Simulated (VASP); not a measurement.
# Hf (P6_3/mmc) in VASP: further runs

The runs below take Hf through single point, with PBE.

Program: VASP 6.6.1. These are calculated values, not measurements. Logs are shortened: lines on timing, memory, paths and dates and some standing lists are left out, and cuts for length are marked.

## Step 1: The cell of the first run

Symmetry: P6_3/mmc, No. 194, hexagonal system. The conventional cell has a = 3.197 Å, b = 3.197 Å, c = 4.982 Å, α = 90.00°, β = 90.00°, γ = 120.00°. Within 4.1 Å of Hf (site symmetry -6m2) lie 12 Hf at 3.10 to 3.20 Å.

## Step 2: Single point, PBE (strain +0.000 along x and y, -0.015 along z)

Input file INCAR:

```
SYSTEM = Hf
ALGO = Fast
EDIFF = 1E-7
ENCUT = 520
GGA = PE
ISIF = 2
ISMEAR = 0
LASPH = .True.
LCHARG = .False.
LREAL = .False.
LWAVE = .False.
NBANDS = 17
NELM = 80
PREC = Accurate
SIGMA = 0.15
```

Input file KPOINTS:

```
k-points
0
Gamma
  18 18 10
  0 0 0
```

Input file POSCAR:

```
Hf
1.0
    3.1966985242      0.0000000000      0.0000000000
   -1.5983492621      2.7684221302      0.0000000000
    0.0000000000      0.0000000000      4.9819330000
Hf
2
Direct
    0.3333333333      0.6666666667      0.2500000000
    0.6666666667      0.3333333333      0.7500000000
```

Potentials or basis: VASP PAW PBE potentials, release 64 (Hf_pv).

On the command line:

```bash
$ cat potpaw_PBE.64/Hf_pv/POTCAR > POTCAR
$ mpirun -np 1 vasp_std > vasp.out
```

OUTCAR:

```text
SYSTEM = Hf
   EDIFF = 1E-7
   ENCUT = 520
   GGA = PE
   ISIF = 2
   ISMEAR = 0
   LASPH = .True.
   LREAL = .False.
   NELM = 80
   PREC = Accurate

 ion  position               nearest neighbor table
   1  0.333  0.667  0.250-   2 3.10   2 3.10   2 3.10   2 3.10   2 3.10   2 3.10
   2  0.667  0.333  0.750-   1 3.10   1 3.10   1 3.10   1 3.10   1 3.10   1 3.10

  LATTYP: Found a hexagonal cell.
 ALAT       =     3.1966985242
 C/A-ratio  =     1.5584619451

  Lattice vectors:

 A1 = (   3.1966985242,   0.0000000000,   0.0000000000)
 A2 = (  -1.5983492621,   2.7684221302,   0.0000000000)
 A3 = (   0.0000000000,   0.0000000000,   4.9819330000)

Analysis of symmetry for initial positions (statically):
=====================================================================
 Subroutine PRICEL returns:
 Original cell was already a primitive cell.

 Routine SETGRP: Setting up the symmetry group for a
 hexagonal supercell.

 Subroutine GETGRP returns: Found 24 space group operations
 (whereof 12 operations were pure point group operations)
 out of a pool of 24 trial point group operations.

The static configuration has the point symmetry D_3d.
 The point group associated with its full space group is D_6h.

Analysis of symmetry for dynamics (positions and initial velocities):
=====================================================================
 Subroutine PRICEL returns:
 Original cell was already a primitive cell.

 Routine SETGRP: Setting up the symmetry group for a
 hexagonal supercell.

 Subroutine GETGRP returns: Found 24 space group operations
 (whereof 12 operations were pure point group operations)
 out of a pool of 24 trial point group operations.

The dynamic configuration has the point symmetry D_3d.
 The point group associated with its full space group is D_6h.

 Subroutine INISYM returns: Found 24 space group operations
 (whereof 12 operations are pure point group operations),
 and found     1 'primitive' translations

----------------------------------------------------------------------------------------

                                     Primitive cell

  volume of cell :      44.0892

  direct lattice vectors                    reciprocal lattice vectors
     3.196698524  0.000000000  0.000000000     0.312822743  0.180608295  0.000000000
    -1.598349262  2.768422130  0.000000000     0.000000000  0.361216589  0.000000000
     0.000000000  0.000000000  4.981933000     0.000000000  0.000000000  0.200725301

  length of vectors
     3.196698524  3.196698524  4.981933000     0.361216589  0.361216589  0.200725301

  position of ions in fractional coordinates (direct lattice)
     0.333333333  0.666666667  0.250000000
     0.666666667  0.333333333  0.750000000

  ion indices of the primitive-cell ions
   primitive index   ion index
                 1           1
                 2           2

----------------------------------------------------------------------------------------

 KPOINTS: k-points

Automatic generation of k-mesh.
 Grid dimensions read from file:
 generate k-points for:   18   18   10

 Generating k-lattice:

  Cartesian coordinates                     Fractional coordinates (reciprocal lattice)
     0.017379041  0.010033794  0.000000000     0.055555556  0.000000000  0.000000000
     0.000000000  0.020067588  0.000000000     0.000000000  0.055555556  0.000000000
     0.000000000  0.000000000  0.020072530     0.000000000  0.000000000  0.100000000

  Length of vectors
     0.020067588  0.020067588  0.020072530

  Shift w.r.t. Gamma in fractional coordinates (k-lattice)
     0.000000000  0.000000000  0.000000000

 Subroutine IBZKPT returns following result:
 ===========================================

 Found    222 irreducible k-points:

 Following reciprocal coordinates:
            Coordinates               Weight
  0.000000  0.000000  0.000000      1.000000
  0.055556  0.000000  0.000000      6.000000
  0.111111  0.000000  0.000000      6.000000
  0.166667  0.000000  0.000000      6.000000
  0.222222 -0.000000  0.000000      6.000000
  0.277778  0.000000  0.000000      6.000000
[... 16 lines left out ...]
  0.333333  0.111111  0.000000     12.000000
  0.388889  0.111111  0.000000     12.000000
 [... further k-points ...]
   k-points           NKPTS =    222   k-points in BZ     NKDIM =    222   number of bands    NBANDS=     17
   number of dos      NEDOS =    301   number of ions     NIONS =      2
   total plane-waves  NPLWV =  23040
   dimension x,y,z NGX =    24 NGY =   24 NGZ =   40
   dimension x,y,z NGXF=    48 NGYF=   48 NGZF=   80
   ions per type =               2
   NGX,Y,Z   is equivalent  to a cutoff of  12.48, 12.48, 13.35 a.u.
   NGXF,Y,Z  is equivalent  to a cutoff of  24.96, 24.96, 26.70 a.u.
 SYSTEM =  Hf
   PREC   = accura    normal or accurate (medium, high low for compatibility)
   ISTART =      0    job   : 0-new  1-cont  2-samecut
   ICHARG =      2    charge: 1-file 2-atom 10-const
   ISPIN  =      1    spin polarized calculation?
   LNONCOLLINEAR =      F non collinear calculations
   LSORBIT =      F    spin-orbit coupling
   LASPH  =      T    aspherical Exc in radial PAW
   ENCUT  =  520.0 eV  38.22 Ry    6.18 a.u.   5.94  5.94  9.26*2*pi/ulx,y,z
   NELM   =     80;   NELMIN=  2; NELMDL= -5     # of ELM steps
   EDIFF  = 0.1E-06   stopping-criterion for ELM
   LREAL  =      F    real-space projection
   EDIFFG = 0.1E-05   stopping-criterion for IOM
   NSW    =      0    number of steps for IOM
   IBRION =     -1    ionic relax: 0-MD 1-quasi-New 2-CG
   NFREE  =      0    steps in history (QN), initial steepest desc. (CG)
   ISIF   =      2    stress and relaxation
   ISYM   =      2    0-nonsym 1-usesym 2-fastsym
   POTIM  = 0.5000    time-step for ionic-motion
   TEBEG  =    0.0;   TEEND  =   0.0 temperature during run
   PSTRESS=    0.0 pullay stress
   NELECT =      20.0000    total number of electrons
   NUPDOWN=      -1.0000    fix difference up-down
   EMIN   =  10.00;   EMAX   =-10.00  energy-range for DOS
   EFERMI =   0.00;   METHOD = LEGACY
   ISMEAR =     0;   SIGMA  =   0.15  broadening in eV -4-tet -1-fermi 0-gaus
   EFERMI_NEDOS =   21; number of points for ismear=-14 and -15
   IALGO  =     68    algorithm
   IMIX   =      4    mixing-type and parameters
     AMIX     =   0.40;   BMIX     =  1.00
     AMIX_MAG =   1.60;   BMIX_MAG =  1.00
  volume/ion in A,a.u.               =      22.04       148.76
  Fermi-wavevector in a.u.,A,eV,Ry     =   1.257885  2.377058 21.528147  1.582274
  Thomas-Fermi vector in A             =   2.391522
   LORBIT       =      0    0 simple, 1 ext, 2 COOP (PROOUT), +10 PAW based schemes
   GGA     = PE    functional components
   LHFCALC =     F    Hartree Fock is set to
   AEXX    =    0.0000 exact exchange contribution
   IVDW    =     0    specifies the selected vdW correction
   LEPSILON=     F    determine dielectric tensor
   LRPA    =     F    only Hartree local field effects (RPA)
 non-spin polarized calculation
 RMM-DIIS sequential band-by-band and
 Gauss-broadening in eV      SIGMA  =   0.15
  energy-cutoff  :      520.00
  volume of cell :       44.09
 maximum number of plane-waves:      1212
 NGX is ok and might be reduce to    24
   NGX = 11   NGY = 11   NGZ = 19

 number of electron      20.0000000 magnetization

 Free energy of the ion-electron system (eV)
  ---------------------------------------------------
  ext. energy  EPLUGINS =         0.00000000
  ---------------------------------------------------
  free energy    TOTEN  =       -19.85104544 eV

  energy without entropy =      -19.83477247  energy(sigma->0) =      -19.84290895

 E-fermi :   5.0322     XC(G=0): -11.3500

 val. band max:        5.0297335465   @ k =   0.3889   0.2222   0.3000
 cond. band min:       5.0461132231   @ k =   0.1667   0.0000   0.2000
 fundamental gap:      0.0163796766
 Fermi energy:         5.0321673819

 k-point     1 :       0.0000    0.0000    0.0000
  band No.  band energies     occupation
      1     -26.0634      2.00000
      2     -25.2825      2.00000
      3     -25.2825      2.00000
      4     -25.1378      2.00000
      5     -25.1378      2.00000
      6     -25.1245      2.00000
[... 9 lines left out ...]
     16       7.5700      0.00000
     17      10.4101      0.00000

 k-point     2 :       0.0556    0.0000    0.0000
  band No.  band energies     occupation
      1     -26.0550      2.00000
      2     -25.2997      2.00000
      3     -25.2885      2.00000
      4     -25.1561      2.00000
      5     -25.1399      2.00000
      6     -25.1287      2.00000
[... 9 lines left out ...]
     16       7.4772      0.00000
     17      10.5026      0.00000

 k-point     3 :       0.1111    0.0000    0.0000
  band No.  band energies     occupation
      1     -26.0301      2.00000
      2     -25.3492      2.00000
      3     -25.3055      2.00000
      4     -25.2084      2.00000
      5     -25.1462      2.00000
      6     -25.1413      2.00000
[... 9 lines left out ...]
     16       7.3806      0.00000
     17      10.6959      0.00000

 k-point     4 :       0.1667    0.0000    0.0000
  band No.  band energies     occupation
      1     -25.9902      2.00000
      2     -25.4252      2.00000
      3     -25.3308      2.00000
      4     -25.2865      2.00000
      5     -25.1622      2.00000
      6     -25.1565      2.00000
[... 9 lines left out ...]
     16       7.7832      0.00000
     17      10.9374      0.00000

 k-point     5 :       0.2222   -0.0000    0.0000
  band No.  band energies     occupation
      1     -25.9378      2.00000
      2     -25.5186      2.00000
      3     -25.3793      2.00000
      4     -25.3609      2.00000
      5     -25.1914      2.00000
      6     -25.1699      2.00000
[... 9 lines left out ...]
     16       8.3238      0.00000
     17      11.1700      0.00000

 k-point     6 :       0.2778    0.0000    0.0000
  band No.  band energies     occupation
      1     -25.8762      2.00000
      2     -25.6180      2.00000
      3     -25.4748      2.00000
      4     -25.3919      2.00000
      5     -25.2281      2.00000
      6     -25.1849      2.00000
[... 9 lines left out ...]
     16       8.9745      0.00000
     17      11.3627      0.00000

 k-point     7 :       0.3333    0.0000    0.0000
  band No.  band energies     occupation
      1     -25.8102      2.00000
      2     -25.7113      2.00000
      3     -25.5617      2.00000
      4     -25.4204      2.00000
      5     -25.2708      2.00000
      6     -25.1994      2.00000
[... 9 lines left out ...]
     16       9.6909      0.00000
     17      11.5049      0.00000

 k-point     8 :       0.3889    0.0000    0.0000
  band No.  band energies     occupation
      1     -25.7870      2.00000
      2     -25.7463      2.00000
      3     -25.6307      2.00000
      4     -25.4431      2.00000
      5     -25.3155      2.00000
      6     -25.2116      2.00000
[... 9 lines left out ...]
     16      10.4124      0.00000
     17      11.5988      0.00000
[... 203 lines left out ...]
      1     -25.9671      2.00000
      2     -25.4473      2.00000
      3     -25.3948      2.00000
      4     -25.2855      2.00000
      5     -25.1756      2.00000
      6     -25.1748      2.00000
[... 9 lines left out ...]
     16       8.1793      0.00000
     17      10.9496      0.00000

 k-point    20 :       0.1667    0.1111    0.0000
  band No.  band energies     occupation
      1     -25.9161      2.00000
      2     -25.5230      2.00000
      3     -25.4676      2.00000
      4     -25.3301      2.00000
      5     -25.2040      2.00000
      6     -25.1978      2.00000
[... 9 lines left out ...]
     16       8.7992      0.00000
     17      11.0948      0.00000

 k-point    21 :       0.2222    0.1111    0.0000
  band No.  band energies     occupation
      1     -25.8560      2.00000
      2     -25.6132      2.00000
      3     -25.5327      2.00000
      4     -25.3794      2.00000
      5     -25.2407      2.00000
      6     -25.2193      2.00000
[... 9 lines left out ...]
     16       9.5163      0.00000
     17      11.2276      0.00000

 k-point    22 :       0.2778    0.1111    0.0000
  band No.  band energies     occupation
      1     -25.7911      2.00000
      2     -25.7008      2.00000
      3     -25.5889      2.00000
      4     -25.4265      2.00000
      5     -25.2836      2.00000
      6     -25.2386      2.00000
[... 9 lines left out ...]
     16      10.2965      0.00000
     17      11.3312      0.00000

 k-point    23 :       0.3333    0.1111    0.0000
  band No.  band energies     occupation
      1     -25.7721      2.00000
      2     -25.7276      2.00000
      3     -25.6335      2.00000
      4     -25.4647      2.00000
      5     -25.3291      2.00000
      6     -25.2540      2.00000
[... 9 lines left out ...]
     16      11.0936      0.00000
     17      11.4011      0.00000

 k-point    24 :       0.3889    0.1111    0.0000
  band No.  band energies     occupation
      1     -25.8184      2.00000
      2     -25.6759      2.00000
      3     -25.6624      2.00000
      4     -25.4892      2.00000
      5     -25.3689      2.00000
      6     -25.2641      2.00000
[... 9 lines left out ...]
     16      11.4402      0.00000
     17      11.7978      0.00000

 [... further k-points ...]

------------------------ aborting loop because EDIFF is reached ----------------------------------------

  FORCE on cell =-STRESS in cart. coord.  units (eV):
  Direction    XX          YY          ZZ          XY          YZ          ZX
  --------------------------------------------------------------------------------------
  -------------------------------------------------------------------------------------
  Total        0.3988967      0.3988967      0.9309040      0.0000000      0.0000000     -0.0000000
  in kB       14.4956998     14.4956998     33.8285657      0.0000000      0.0000000     -0.0000000
  external PRESSURE =      20.9399885 kB  Pullay stress =       0.0000000 kB

 VOLUME and BASIS-vectors are now :
 -----------------------------------------------------------------------------
  energy-cutoff  :      520.00
  volume of cell :       44.09
      direct lattice vectors                 reciprocal lattice vectors
     3.196698524  0.000000000  0.000000000     0.312822743  0.180608295  0.000000000
    -1.598349262  2.768422130  0.000000000     0.000000000  0.361216589  0.000000000
     0.000000000  0.000000000  4.981933000     0.000000000  0.000000000  0.200725301

 POSITION                                       TOTAL-FORCE (eV/Angst)
 -----------------------------------------------------------------------------------
     -0.00000      1.84561      1.24548         0.000000     -0.000000      0.000000
      1.59835      0.92281      3.73645         0.000000      0.000000      0.000000
 -----------------------------------------------------------------------------------
    total drift:                               -0.000000      0.000000     -0.000000

  FREE ENERGIE OF THE ION-ELECTRON SYSTEM (eV)
  ---------------------------------------------------
  free  energy   TOTEN  =       -19.8510454360 eV

  energy  without entropy=      -19.8347724692  energy(sigma->0) =      -19.84290895
```

Run time: 2.4 min. Hardware: 1 thread of Intel Xeon 8259CL, shared host; peak memory 0.27 GiB.

What came out:

| Item | Value |
| --- | --- |
| Free energy | -19.8510 eV |
| Pressure | 2.1 GPa |
| Band gap on the k mesh | zero (bands 10 and 11 overlap by 1.57 eV) |

Caveat: the cell differs from its parent crystal (strain +0.000 along x and y, -0.015 along z); spin-orbit coupling is left out, which moves the levels of the heavy elements.

## Step 3: Single point, PBE (strain -0.015 along x and y, +0.030 along z)

INCAR: that of step 2 with these lines changed.

```diff
@@ -2,3 +2,3 @@
 ALGO = Fast
-EDIFF = 1E-7
+EDIFF = 1E-6
 ENCUT = 520
@@ -12,3 +12,3 @@
 NBANDS = 17
-NELM = 80
+NELM = 60
 PREC = Accurate
```

KPOINTS is that of step 2.

Input file POSCAR:

```
Hf
1.0
    3.1487480463      0.0000000000      0.0000000000
   -1.5743740232      2.7268957982      0.0000000000
    0.0000000000      0.0000000000      5.2095340000
Hf
2
Direct
    0.3333333333      0.6666666667      0.2500000000
    0.6666666667      0.3333333333      0.7500000000
```

Potentials or basis: VASP PAW PBE potentials, release 64 (Hf_pv).

On the command line:

```bash
$ cat potpaw_PBE.64/Hf_pv/POTCAR > POTCAR
$ mpirun -np 1 vasp_std > vasp.out
```

It took 2.1 min on 1 thread of Intel Xeon 8259CL, shared host; peak memory 0.26 GiB.

It converged, with:

```yaml
Free_energy: -19.8343 eV
Pressure: 0.3 GPa
Band_gap_on_the_k_mesh: zero (bands 10 and 11 overlap by 1.45 eV)
```

Stress tensor (GPa, compression positive):
```
 2.22  0.00  0.00
 0.00  2.22  0.00
 0.00  0.00 -3.39
```

Levels at points of the mesh, in eV from the Fermi level:
```tsv
k point	band 6	band 7	band 8	band 9	band 10	band 11	band 12	band 13	band 14	band 15
(0.00, 0.00, 0.00)	-30.16	-7.37	-3.82	0.30	1.05	1.29	1.29	2.00	2.00	3.01
(0.50, 0.00, 0.00)	-30.27	-3.29	-2.74	-2.28	-0.61	0.65	1.12	1.45	6.23	6.28
(0.00, 0.00, 0.50)	-30.21	-5.52	-5.52	-0.06	-0.06	1.26	1.26	1.26	1.26	4.82
(0.50, 0.00, 0.50)	-30.36	-3.39	-3.39	-1.10	-1.10	1.24	1.24	2.87	2.87	5.98
```

Caveat: the cell differs from its parent crystal (strain -0.015 along x and y, +0.030 along z); spin-orbit coupling is left out, which moves the levels of the heavy elements.

## Step 4: Single point, PBE (strain +0.015 along x and y, -0.030 along z)

Input file INCAR:

```
PREC     = Accurate       # precision mode
ENCUT    = 520            # plane-wave cutoff, eV
EDIFF    = 1E-7           # SCF threshold, eV
ISMEAR   = 0              # smearing method
SIGMA    = 0.15           # smearing width, eV
LREAL    = F              # projectors in reciprocal space
LASPH    = T              # aspherical terms in the spheres
NELM     = 80             # most SCF steps
ALGO     = Fast           # electronic algorithm
ISIF     = 2              # what is computed and relaxed
LWAVE    = F              # write WAVECAR
LCHARG   = F              # write CHGCAR
GGA      = PE             # functional
NBANDS   = 17             # bands
```

Input file KPOINTS:

```
regular mesh
0
Gamma
  18 18 10
```

Input file POSCAR:

```
Hf
1.0
    3.2446490021      0.0000000000      0.0000000000
   -1.6223245010      2.8099484622      0.0000000000
    0.0000000000      0.0000000000      4.9060660000
Hf
2
Direct
    0.3333333333      0.6666666667      0.2500000000
    0.6666666667      0.3333333333      0.7500000000
```

On the command line:

```bash
$ cat potpaw_PBE.64/Hf_pv/POTCAR > POTCAR
$ mpirun -np 1 vasp_std > vasp.out
```

Wall time 2.2 min (1 thread of Intel Xeon 8259CL, shared host); peak memory 0.26 GiB.

It converged, with:

```yaml
Free_energy: -19.8352 eV
Pressure: 0.6 GPa
Band_gap_on_the_k_mesh: zero (bands 10 and 11 overlap by 1.51 eV)
```

Stress tensor (GPa, compression positive):
```
-1.24  0.00  0.00
 0.00 -1.24  0.00
 0.00  0.00  4.41
```

Levels at points of the mesh, in eV from the Fermi level:
```tsv
k point	band 7	band 8	band 9	band 10	band 11	band 12	band 13	band 14
(0.00, 0.00, 0.00)	-7.40	-3.63	1.02	1.06	1.06	1.87	2.00	2.00
(0.50, 0.00, 0.00)	-3.43	-2.77	-2.17	-0.99	0.48	1.11	1.93	5.54
(0.00, 0.00, 0.50)	-5.28	-5.28	0.35	0.35	0.85	0.85	0.85	0.85
(0.50, 0.00, 0.50)	-3.42	-3.42	-0.88	-0.88	1.14	1.14	2.43	2.43
```

Caveat: the cell differs from its parent crystal (strain +0.015 along x and y, -0.030 along z); spin-orbit coupling is left out, which moves the levels of the heavy elements.

## Step 5: The runs side by side

| cell | further INCAR settings | gap on the mesh (eV) | pressure (GPa) |
| --- | --- | --- | --- |
| a = 3.197, b = 3.197, c = 4.982 Å, angles 90.0, 90.0, 120.0°, 2 atoms | ALGO = Fast; EDIFF = 1e-07; NBANDS = 17 | none | 2.1 |
| a = 3.149, b = 3.149, c = 5.210 Å, angles 90.0, 90.0, 120.0°, 2 atoms | ALGO = Fast; EDIFF = 1e-06; NBANDS = 17 | none | 0.3 |
| a = 3.245, b = 3.245, c = 4.906 Å, angles 90.0, 90.0, 120.0°, 2 atoms | ALGO = Fast; EDIFF = 1e-07; NBANDS = 17 | none | 0.6 |

Alike in all rows: task single point; level PBE; potentials or basis VASP PAW PBE potentials, release 64 (Hf_pv); no spin polarisation; k mesh 18 × 18 × 10; cutoff (eV) 520; smearing gaussian 0.15 eV.

Caveats: spin-orbit coupling is left out, which moves the levels of the heavy elements.

Absolute energies hang on the potentials; compare differences alone.
